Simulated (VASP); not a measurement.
Wanted: the native input for a VASP 6.6.1 run.

```
Task                   : single point
Functional             : revPBE
Dispersion             : D4
Potentials or basis    : VASP PAW PBE potentials, release 64 (Ga_d, N)
Cutoff                 : 520 eV
k mesh                 : 10 × 10 × 5
Occupations            : fermi-dirac, width 0.05 eV
Spin                   : no spin polarisation
Dipole correction      : no
Further INCAR settings : ALGO = Normal; EDIFF = 1e-06; NBANDS = 26
```

The structure of GaN lies in POSCAR:

```
GaN
1.0
    3.1800000000      0.0000000000      0.0000000000
   -1.5900000000      2.7539607840      0.0000000000
    0.0000000000      0.0000000000      5.1660000000
Ga N
2 2
Direct
    0.6666666667      0.3333333333      0.5000000000
    0.3333333333      0.6666666667      0.0000000000
    0.6666666667      0.3333333333      0.8750000000
    0.3333333333      0.6666666667      0.3750000000
```

These files were run (other wordings do the same):

INCAR

```
PREC = Accurate
ENCUT = 520
EDIFF = 1E-6
ISMEAR = -1
SIGMA = 0.05
LREAL = False
LASPH = True
NELM = 60
ALGO = Normal
ISIF = 2
LWAVE = False
LCHARG = False
GGA = RE
IVDW = 13
NBANDS = 26
```

KPOINTS

```
regular mesh
0
Gamma
  10 10 5
```

Potentials or basis: VASP PAW PBE potentials, release 64 (Ga_d, N).

The run is started by

```sh
$ cat potpaw_PBE.64/Ga_d/POTCAR potpaw_PBE.64/N/POTCAR > POTCAR
$ mpirun -np 1 vasp_std > vasp.out
```

Results of the run:

| Item | Value |
| --- | --- |
| Pressure | -1.5 GPa |
| Largest force | 0.125 eV/Å |
| Band gap on the k mesh | 2.02 eV, direct |
| Dispersion energy per atom | -0.731 eV |

Caveat: the PAW data sets were made with another functional, which shifts forces and pressure a little.

Run time: 19 s on 1 thread of Intel(R) Xeon(R) 6975P-C (Granite Rapids), on a shared host, peak memory 0.18 GiB.
